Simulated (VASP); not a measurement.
# Ba (Im-3m) in VASP: further runs

Runs on Ba. Level: LDA. Tasks: single point.

Program: VASP 6.6.1. These are calculated values, not measurements. Logs are shortened: lines on timing, memory, paths and dates and some standing lists are left out, and cuts for length are marked.

## Step 1: The cell of the first run

The structure is cubic, space group Im-3m (No. 229). Conventional cell: a = 5.000 Å, b = 5.000 Å, c = 5.000 Å, α = 90.00°, β = 90.00°, γ = 90.00°. Within 5.7 Å of Ba (site symmetry m-3m) lie 14 Ba at 4.33 to 5.00 Å.

## Step 2: Single point, LDA

Contents of INCAR:

```
SYSTEM = Ba
  PREC = Accurate
  ENCUT = 520
  EDIFF = 1E-6
  ISMEAR = 0
  SIGMA = 0.15
  LREAL = .FALSE.
  LASPH = .TRUE.
  NELM = 80
  ALGO = Normal
  ISIF = 2
  LWAVE = .FALSE.
  LCHARG = .FALSE.
  GGA = CA
  NBANDS = 11
```

Contents of KPOINTS:

```
Automatic mesh
0
G
  14 14 14
  0 0 0
```

Contents of POSCAR:

```
Ba
1.0
   -2.5000000000      2.5000000000      2.5000000000
    2.5000000000     -2.5000000000      2.5000000000
    2.5000000000      2.5000000000     -2.5000000000
Ba
1
Direct
    0.0000000000      0.0000000000      0.0000000000
```

Potentials or basis: VASP PAW LDA potentials, release 64 (Ba_sv).

Launch:

```
$ cat potpaw_LDA.64/Ba_sv/POTCAR > POTCAR
$ mpirun -np 1 vasp_std > vasp.out
```

OUTCAR:

```text
SYSTEM = Ba
   PREC = Accurate
   ENCUT = 520
   EDIFF = 1E-6
   ISMEAR = 0
   LREAL = .FALSE.
   LASPH = .TRUE.
   NELM = 80
   ISIF = 2
   GGA = CA

 ion  position               nearest neighbor table
   1  0.000  0.000  0.000-

  LATTYP: Found a body centered cubic cell.
 ALAT       =     5.0000000000

  Lattice vectors:

 A1 = (  -2.5000000000,   2.5000000000,   2.5000000000)
 A2 = (   2.5000000000,  -2.5000000000,   2.5000000000)
 A3 = (   2.5000000000,   2.5000000000,  -2.5000000000)

Analysis of symmetry for initial positions (statically):
=====================================================================
 Subroutine PRICEL returns:
 Original cell was already a primitive cell.

 Routine SETGRP: Setting up the symmetry group for a
 body centered cubic supercell.

 Subroutine GETGRP returns: Found 48 space group operations
 (whereof 48 operations were pure point group operations)
 out of a pool of 48 trial point group operations.

The static configuration has the point symmetry O_h .

Analysis of symmetry for dynamics (positions and initial velocities):
=====================================================================
 Subroutine PRICEL returns:
 Original cell was already a primitive cell.

 Routine SETGRP: Setting up the symmetry group for a
 body centered cubic supercell.

 Subroutine GETGRP returns: Found 48 space group operations
 (whereof 48 operations were pure point group operations)
 out of a pool of 48 trial point group operations.

The dynamic configuration has the point symmetry O_h .

 Subroutine INISYM returns: Found 48 space group operations
 (whereof 48 operations are pure point group operations),
 and found     1 'primitive' translations

----------------------------------------------------------------------------------------

                                     Primitive cell

  volume of cell :      62.5000

  direct lattice vectors                    reciprocal lattice vectors
    -2.500000000  2.500000000  2.500000000     0.000000000  0.200000000  0.200000000
     2.500000000 -2.500000000  2.500000000     0.200000000  0.000000000  0.200000000
     2.500000000  2.500000000 -2.500000000     0.200000000  0.200000000  0.000000000

  length of vectors
     4.330127019  4.330127019  4.330127019     0.282842712  0.282842712  0.282842712

  position of ions in fractional coordinates (direct lattice)
     0.000000000  0.000000000  0.000000000

  ion indices of the primitive-cell ions
[... 80 lines left out ...]
   ISIF   =      2    stress and relaxation
   ISYM   =      2    0-nonsym 1-usesym 2-fastsym
   POTIM  = 0.5000    time-step for ionic-motion
   TEBEG  =    0.0;   TEEND  =   0.0 temperature during run
   PSTRESS=    0.0 pullay stress
   NELECT =      10.0000    total number of electrons
   NUPDOWN=      -1.0000    fix difference up-down
   EMIN   =  10.00;   EMAX   =-10.00  energy-range for DOS
   EFERMI =   0.00;   METHOD = LEGACY
   ISMEAR =     0;   SIGMA  =   0.15  broadening in eV -4-tet -1-fermi 0-gaus
   EFERMI_NEDOS =   21; number of points for ismear=-14 and -15
   IALGO  =     38    algorithm
   IMIX   =      4    mixing-type and parameters
     AMIX     =   0.40;   BMIX     =  1.00
     AMIX_MAG =   1.60;   BMIX_MAG =  1.00
  volume/ion in A,a.u.               =      62.50       421.77
  Fermi-wavevector in a.u.,A,eV,Ry     =   0.888754  1.679501 10.747016  0.789883
  Thomas-Fermi vector in A             =   2.010225
   LORBIT       =      0    0 simple, 1 ext, 2 COOP (PROOUT), +10 PAW based schemes
   GGA     = CA    functional components
   LHFCALC =     F    Hartree Fock is set to
   AEXX    =    0.0000 exact exchange contribution
   IVDW    =     0    specifies the selected vdW correction
   LEPSILON=     F    determine dielectric tensor
   LRPA    =     F    only Hartree local field effects (RPA)
 non-spin polarized calculation
 Gauss-broadening in eV      SIGMA  =   0.15
  energy-cutoff  :      520.00
  volume of cell :       62.50
 maximum number of plane-waves:      1721
   NGX = 17   NGY = 17   NGZ = 17

 number of electron      10.0000000 magnetization

 number of electron       9.9999999 magnetization

 Free energy of the ion-electron system (eV)
  ---------------------------------------------------
  ext. energy  EPLUGINS =         0.00000000
  ---------------------------------------------------
  free energy    TOTEN  =        -2.22275105 eV

  energy without entropy =       -2.20918134  energy(sigma->0) =       -2.21596619

 E-fermi :   1.4520     XC(G=0):  -7.6419

 val. band max:        1.4335449634   @ k =   0.3571   0.2857  -0.0000
 cond. band min:       1.4655316043   @ k =  -0.4286   0.4286   0.2857
 fundamental gap:      0.0319866409
 Fermi energy:         1.4520156865

 k-point     1 :       0.0000    0.0000    0.0000
  band No.  band energies     occupation
      1     -27.3528      2.00000
      2     -12.3094      2.00000
      3     -12.3094      2.00000
      4     -12.3094      2.00000
      5      -1.3041      2.00000
      6       3.2150      0.00000
      7       3.2150      0.00000
      8       3.2150      0.00000
      9       4.6804      0.00000
     10       4.6804      0.00000
     11       8.4584      0.00000
[... 309 lines left out ...]
 k-point    24 :       0.3571    0.2857   -0.0000
  band No.  band energies     occupation
      1     -27.3016      2.00000
      2     -12.6790      2.00000
      3     -12.6051      2.00000
      4     -12.3696      2.00000
      5       1.4335      1.13825
      6       1.9800      0.00000
      7       2.1139      0.00000
      8       4.7753      0.00000
      9       5.0744      0.00000
     10       6.1892      0.00000
     11       7.7513      0.00000

 [... further k-points ...]

------------------------ aborting loop because EDIFF is reached ----------------------------------------

  FORCE on cell =-STRESS in cart. coord.  units (eV):
  Direction    XX          YY          ZZ          XY          YZ          ZX
  --------------------------------------------------------------------------------------
  -------------------------------------------------------------------------------------
  Total       -0.4683992     -0.4683992     -0.4683992      0.0000000      0.0000000     -0.0000000
  in kB      -12.0073367    -12.0073367    -12.0073367      0.0000000      0.0000000     -0.0000000
  external PRESSURE =     -12.0073367 kB  Pullay stress =       0.0000000 kB

 VOLUME and BASIS-vectors are now :
 -----------------------------------------------------------------------------
  energy-cutoff  :      520.00
  volume of cell :       62.50
      direct lattice vectors                 reciprocal lattice vectors
    -2.500000000  2.500000000  2.500000000     0.000000000  0.200000000  0.200000000
     2.500000000 -2.500000000  2.500000000     0.200000000  0.000000000  0.200000000
     2.500000000  2.500000000 -2.500000000     0.200000000  0.200000000  0.000000000

 POSITION                                       TOTAL-FORCE (eV/Angst)
 -----------------------------------------------------------------------------------
      0.00000      0.00000      0.00000        -0.000000      0.000000      0.000000
 -----------------------------------------------------------------------------------
    total drift:                               -0.000000      0.000000      0.000000

  FREE ENERGIE OF THE ION-ELECTRON SYSTEM (eV)
  ---------------------------------------------------
  free  energy   TOTEN  =        -2.2227510451 eV

  energy  without entropy=       -2.2091813377  energy(sigma->0) =       -2.21596619
```

Run time: 46 s. Hardware: 1 thread of Intel Xeon 8259CL, shared host; peak memory 0.2 GiB.

What came out:

| Item | Value |
| --- | --- |
| Free energy | -2.2228 eV |
| Pressure | -1.2 GPa |
| Band gap on the k mesh | zero (bands 5 and 6 overlap by 0.97 eV) |

Levels at points of the mesh, in eV from the Fermi level:
```csv
k point,band 3,band 4,band 5,band 6,band 7,band 8
"(0.00, 0.00, 0.00)",-13.76,-13.76,-2.76,1.76,1.76,1.76
"(0.50, 0.00, 0.00)",-13.92,-13.76,-0.92,0.64,1.35,3.17
"(0.50, 0.50, 0.50)",-14.10,-14.10,-0.54,-0.54,4.40,4.40
```

Caveat: spin-orbit coupling is left out, which moves the levels of the heavy elements.

## Step 3: Single point, LDA

Contents of INCAR:

```
PREC = Accurate ; ENCUT = 520
EDIFF = 1E-6 ; ISMEAR = 0
SIGMA = 0.15 ; LREAL = False
LASPH = True ; NELM = 80
ALGO = Normal ; ISIF = 2
LWAVE = False ; LCHARG = True
GGA = CA ; LELF = True
LVHAR = True ; NBANDS = 11
```

Contents of KPOINTS:

```
Automatic mesh
0
Gamma
  16 16 16
```

POSCAR is that of step 2.

Potentials or basis: VASP PAW LDA potentials, release 64 (Ba_sv).

Launch:

```
$ cat potpaw_LDA.64/Ba_sv/POTCAR > POTCAR
$ mpirun -np 1 vasp_std > vasp.out
```

OUTCAR:

```text
PREC = Accurate
   ENCUT = 520
   EDIFF = 1E-6
   ISMEAR = 0
   LREAL = False
   LASPH = True
   NELM = 80
   ISIF = 2
   GGA = CA

 ion  position               nearest neighbor table
   1  0.000  0.000  0.000-

  LATTYP: Found a body centered cubic cell.
 ALAT       =     5.0000000000

  Lattice vectors:

 A1 = (  -2.5000000000,   2.5000000000,   2.5000000000)
 A2 = (   2.5000000000,  -2.5000000000,   2.5000000000)
 A3 = (   2.5000000000,   2.5000000000,  -2.5000000000)

Analysis of symmetry for initial positions (statically):
=====================================================================
 Subroutine PRICEL returns:
 Original cell was already a primitive cell.

 Routine SETGRP: Setting up the symmetry group for a
 body centered cubic supercell.

 Subroutine GETGRP returns: Found 48 space group operations
 (whereof 48 operations were pure point group operations)
 out of a pool of 48 trial point group operations.

The static configuration has the point symmetry O_h .

Analysis of symmetry for dynamics (positions and initial velocities):
=====================================================================
 Subroutine PRICEL returns:
 Original cell was already a primitive cell.

 Routine SETGRP: Setting up the symmetry group for a
 body centered cubic supercell.

 Subroutine GETGRP returns: Found 48 space group operations
 (whereof 48 operations were pure point group operations)
 out of a pool of 48 trial point group operations.

The dynamic configuration has the point symmetry O_h .

 Subroutine INISYM returns: Found 48 space group operations
 (whereof 48 operations are pure point group operations),
 and found     1 'primitive' translations

----------------------------------------------------------------------------------------

                                     Primitive cell
[... 113 lines left out ...]
   LORBIT       =      0    0 simple, 1 ext, 2 COOP (PROOUT), +10 PAW based schemes
   GGA     = CA    functional components
   LHFCALC =     F    Hartree Fock is set to
   AEXX    =    0.0000 exact exchange contribution
   IVDW    =     0    specifies the selected vdW correction
   LEPSILON=     F    determine dielectric tensor
   LRPA    =     F    only Hartree local field effects (RPA)
 non-spin polarized calculation
 Gauss-broadening in eV      SIGMA  =   0.15
  energy-cutoff  :      520.00
  volume of cell :       62.50
 maximum number of plane-waves:      1721
   NGX = 17   NGY = 17   NGZ = 17

 number of electron      10.0000000 magnetization

 number of electron       9.9999999 magnetization

 Free energy of the ion-electron system (eV)
  ---------------------------------------------------
  ext. energy  EPLUGINS =         0.00000000
  ---------------------------------------------------
  free energy    TOTEN  =        -2.22270559 eV

  energy without entropy =       -2.20887130  energy(sigma->0) =       -2.21578844

 E-fermi :   1.4534     XC(G=0):  -7.6419

 val. band max:        1.4400177370   @ k =  -0.3750   0.3750   0.3125
 cond. band min:       1.4650905945   @ k =   0.3125   0.3125   0.0000
 fundamental gap:      0.0250728576
 Fermi energy:         1.4534372230

 k-point     1 :       0.0000    0.0000    0.0000
  band No.  band energies     occupation
      1     -27.3528      2.00000
      2     -12.3094      2.00000
      3     -12.3094      2.00000
      4     -12.3094      2.00000
      5      -1.3041      2.00000
      6       3.2150      0.00000
      7       3.2150      0.00000
      8       3.2150      0.00000
      9       4.6804      0.00000
     10       4.6804      0.00000
     11       8.4584      0.00000
[... 309 lines left out ...]
 k-point    24 :       0.2500    0.1875   -0.0000
  band No.  band energies     occupation
      1     -27.3124      2.00000
      2     -12.6885      2.00000
      3     -12.4659      2.00000
      4     -12.3510      2.00000
      5       0.6691      2.00000
      6       2.0629      0.00000
      7       2.3533      0.00000
      8       4.3581      0.00000
      9       5.1344      0.00000
     10       5.8397      0.00000
     11       7.9527      0.00000

 [... further k-points ...]

------------------------ aborting loop because EDIFF is reached ----------------------------------------

  FORCE on cell =-STRESS in cart. coord.  units (eV):
  Direction    XX          YY          ZZ          XY          YZ          ZX
  --------------------------------------------------------------------------------------
  -------------------------------------------------------------------------------------
  Total       -0.4676222     -0.4676222     -0.4676222      0.0000000      0.0000000     -0.0000000
  in kB      -11.9874200    -11.9874200    -11.9874200      0.0000000      0.0000000     -0.0000000
  external PRESSURE =     -11.9874200 kB  Pullay stress =       0.0000000 kB

 VOLUME and BASIS-vectors are now :
 -----------------------------------------------------------------------------
  energy-cutoff  :      520.00
  volume of cell :       62.50
      direct lattice vectors                 reciprocal lattice vectors
    -2.500000000  2.500000000  2.500000000     0.000000000  0.200000000  0.200000000
     2.500000000 -2.500000000  2.500000000     0.200000000  0.000000000  0.200000000
     2.500000000  2.500000000 -2.500000000     0.200000000  0.200000000  0.000000000

 POSITION                                       TOTAL-FORCE (eV/Angst)
 -----------------------------------------------------------------------------------
      0.00000      0.00000      0.00000        -0.000000      0.000000     -0.000000
 -----------------------------------------------------------------------------------
    total drift:                               -0.000000      0.000000      0.000000

  FREE ENERGIE OF THE ION-ELECTRON SYSTEM (eV)
  ---------------------------------------------------
  free  energy   TOTEN  =        -2.2227055851 eV

  energy  without entropy=       -2.2088713012  energy(sigma->0) =       -2.21578844
```

OSZICAR:

```text
N       E                     dE             d eps       ncg     rms          rms(c)
DAV:   1     0.524303175226E+02    0.52430E+02   -0.42989E+03  3190   0.756E+02
DAV:   2     0.459884072909E+00   -0.51970E+02   -0.50578E+02  3813   0.134E+02
DAV:   3    -0.213544919611E+01   -0.25953E+01   -0.25782E+01  4039   0.308E+01
DAV:   4    -0.222615686317E+01   -0.90708E-01   -0.90578E-01  4284   0.536E+00
DAV:   5    -0.222867089156E+01   -0.25140E-02   -0.25139E-02  4261   0.710E-01    0.169E+00
DAV:   6    -0.222480943047E+01    0.38615E-02   -0.38633E-03  4042   0.541E-01    0.993E-01
DAV:   7    -0.222262659272E+01    0.21828E-02   -0.60949E-03  3774   0.694E-01    0.428E-02
DAV:   8    -0.222270416950E+01   -0.77577E-04   -0.31882E-04  5034   0.992E-02    0.176E-02
DAV:   9    -0.222270560830E+01   -0.14388E-05   -0.35899E-06  3823   0.170E-02    0.569E-03
DAV:  10    -0.222270558506E+01    0.23239E-07   -0.18063E-06  3452   0.777E-03
   1 F= -.22227056E+01 E0= -.22157884E+01  d E =-.138343E-01
```

stdout:

```text
POSCAR found type information on POSCAR Ba
 POSCAR found :  1 types and       1 ions
 scaLAPACK will be used
 LDA part: xc-table for (Slater(with rela. corr.)+CA(PZ))
 , standard interpolation
 POSCAR, INCAR and KPOINTS ok, starting setup
 FFT: planning ... GRIDC
 FFT: planning ... GRID_SOFT
 FFT: planning ... GRID
 WAVECAR not read
 entering main loop
```

Run time: 65 s. Hardware: 1 thread of Intel Xeon 8259CL, shared host; peak memory 0.22 GiB.

What came out:

```yaml
Free_energy: -2.2227 eV
Pressure: -1.2 GPa
Band_gap_on_the_k_mesh: zero (bands 5 and 6 overlap by 1.07 eV)
```

Caveat: spin-orbit coupling is left out, which moves the levels of the heavy elements.

The gap in the log of VASP goes by the Fermi energy; the results here count the filled bands.